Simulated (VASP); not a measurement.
Write the native input for VASP 6.6.1 that does the following.

```
Task                   : relaxation of cell and atoms
Functional             : r2SCAN
Potentials or basis    : VASP PAW PBE potentials, release 64 (Al)
Cutoff                 : 600 eV
k mesh                 : 11 × 11 × 11
Occupations            : fermi-dirac, width 0.05 eV
Spin                   : no spin polarisation
Dipole correction      : no
Further INCAR settings : ALGO = Normal; EDIFF = 1e-06; IBRION = 2; EDIFFG = -0.01; NSW = 60; ISIF = 3
```

Al:

```
CELL_PARAMETERS angstrom
0.00000 2.02481 2.02481
2.02481 0.00000 2.02481
2.02481 2.02481 0.00000
ATOMIC_POSITIONS crystal
Al 0.00000 0.00000 0.00000
```

These files were run (other wordings do the same):

POSCAR

```
Al
1.0
    0.0000000000      2.0248050000      2.0248050000
    2.0248050000      0.0000000000      2.0248050000
    2.0248050000      2.0248050000      0.0000000000
Al
1
Direct
    0.0000000000      0.0000000000      0.0000000000
```

INCAR.step1

```
SYSTEM = Al
PREC = Accurate
ENCUT = 600
ISMEAR = -1
SIGMA = 0.05
LREAL = .False.
LASPH = .True.
NELM = 80
GGA = PE
ALGO = Normal
EDIFF = 1E-4
LWAVE = .True.
LCHARG = .False.
```

INCAR.step2

```
SYSTEM = Al
PREC = Accurate
ENCUT = 600
EDIFF = 1E-6
ISMEAR = -1
SIGMA = 0.05
LREAL = .False.
LASPH = .True.
NELM = 80
ALGO = Normal
ISIF = 3
LWAVE = .False.
LCHARG = .False.
METAGGA = R2SCAN
LMIXTAU = .True.
IBRION = 2
NSW = 60
EDIFFG = -0.01
ISTART = 1
```

KPOINTS

```
regular mesh
0
Gamma
  11 11 11
  0 0 0
```

Potentials or basis: VASP PAW PBE potentials, release 64 (Al).

Command:

```bash
$ cat potpaw_PBE.64/Al/POTCAR > POTCAR
$ cp INCAR.step1 INCAR
$ mpirun -np 1 vasp_std > vasp.out
$ cp INCAR.step2 INCAR
$ mpirun -np 1 vasp_std > vasp.out
```

It gave:

The relaxed volume is 15.89 Å³/atom and the relaxed cell is a = 2.822 Å, b = 2.822 Å, c = 2.822 Å, α = 60.00°, β = 60.00°, γ = 60.00°. The space group after relaxing (to 0.05 Å) is Fm-3m (No. 225) and the energy gained by relaxing is 8.5 meV/atom. The ionic steps are 3. The pressure after relaxing is 0.0 GPa.

Caveat: the PAW data sets were made with another functional, which shifts forces and pressure a little.

Wall time 19 s on 1 thread of Intel(R) Xeon(R) 6975P-C (Granite Rapids), on a shared host, peak memory 0.14 GiB.
